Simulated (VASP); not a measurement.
Set up this calculation in VASP 6.6.1, as the native input.

```
Task                   : single point
Functional             : PBE
Potentials or basis    : VASP PAW PBE potentials, release 64 (Cl, Br, Rb_sv)
Cutoff                 : 520 eV
k mesh                 : 4 × 4 × 4
Occupations            : gaussian, width 0.01 eV
Spin                   : no spin polarisation
Dipole correction      : no
Further INCAR settings : ALGO = Normal; EDIFF = 1e-06; NBANDS = 24
```

The structure of Rb2BrCl lies in POSCAR:

```
Rb2BrCl
1.0
    2.3904423025      1.3801225068      7.8205420482
   -2.3904423025      1.3801225068      7.8205420482
    0.0000000000     -2.7602450136      7.8205420482
Cl Br Rb
1 1 2
Direct
    1.0000000000      0.0000000000      0.0000000000
    0.5000000000      0.5000000000      0.5000000000
    0.2539867085      0.2539867085      0.2539867085
    0.7460132915      0.7460132915      0.7460132915
```

The input as run:

INCAR

```
  ALGO = Normal
  EDIFF = 1E-6
  ENCUT = 520
  GGA = PE
  ISIF = 2
  ISMEAR = 0
  LASPH = T
  LCHARG = F
  LREAL = F
  LWAVE = F
  NBANDS = 24
  NELM = 60
  PREC = Accurate
  SIGMA = 0.01
```

KPOINTS

```
k-points
0
Gamma
  4 4 4
```

Potentials or basis: VASP PAW PBE potentials, release 64 (Cl, Br, Rb_sv).

Run with:

```sh
$ cat potpaw_PBE.64/Cl/POTCAR potpaw_PBE.64/Br/POTCAR potpaw_PBE.64/Rb_sv/POTCAR > POTCAR
$ mpirun -np 1 vasp_std > vasp.out
```

It gave:

The pressure is 0.6 GPa. The largest force is 0.007 eV/Å and the band gap on the k mesh is 4.44 eV, direct.

Run time: 110 s on 1 thread of Intel(R) Xeon(R) Platinum 8488C (Sapphire Rapids), on a shared host, peak memory 0.55 GiB.
